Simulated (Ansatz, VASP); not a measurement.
Si in VASP and in Ansatz

The input INCAR:

```
  ALGO = Normal
  EDIFF = 1E-7
  ENCUT = 520
  GGA = PE
  ISIF = 2
  ISMEAR = 0
  LASPH = T
  LCHARG = F
  LREAL = F
  LWAVE = F
  NBANDS = 11
  NELM = 100
  PREC = Accurate
  SIGMA = 0.05
```

The input KPOINTS:

```
k-points
0
Gamma
  8 8 8
```

File POSCAR:

```
Si
1.0
    0.0000000000      2.7212067861      2.7212067861
    2.7348811921     -0.0136744060      2.7348811921
    2.7348811921      2.7348811921     -0.0136744060
Si
2
Direct
    0.5000000000      0.5000000000      0.5000000000
    0.7500000000      0.7500000000      0.7500000000
```

Input for Ansatz:

```yaml
crystal:
  lattice:
    - [0.0, 2.7212067861, 2.7212067861]
    - [2.7348811921, -0.013674406, 2.7348811921]
    - [2.7348811921, 2.7348811921, -0.013674406]
  atoms:
    - { symbol: Si, position: [0.5, 0.5, 0.5] }
    - { symbol: Si, position: [0.75, 0.75, 0.75] }
basis:
  ecutwfc: 420
kpoints:
  mp_grid: { grid: [8, 8, 8] }
hamiltonian:
  xc: pbe
scf:
  occupations: { method: gaussian, width: 0.05 }
output:
  forces: true
  stress: true
  eigenvalues: true
```

Change from the starting cell: strain -0.0100 x Voigt [0, 0, 0, 1, 0, 0], atoms carried along.

Alike in both runs: task single point; functional PBE; k mesh 8 × 8 × 8; occupations gaussian, width 0.05 eV; no spin polarisation.

```csv
,VASP,Ansatz
version,VASP 6.6.1,Ansatz 0.2.0
potentials or method,"VASP PAW PBE potentials, release 64 (Si), cutoff 520 eV","scalar-relativistic, plane waves, PAW"
valence electrons in the cell,8,8
```

|  | VASP | Ansatz | Ansatz less VASP |
| --- | --- | --- | --- |
| gap on the k mesh at the Fermi level (eV) | 0.64 | 0.64 | -0.002 |
| least direct gap on the mesh (eV) | 2.47 | 2.47 | -0.005 |
| pressure (GPa) | 0.0 | 0.0 | +0.08 |
| traceless stress, the component that is largest in VASP (GPa) | 0.99 | 0.99 | -0.002 |
| rms of the force components (eV/Å) | 0.052 | 0.052 | +0.0004 |

Atom by atom the forces differ by 0.000 eV/Å (rms over components). With one functional, cell and mesh, what is left measures potentials, basis and numerics.
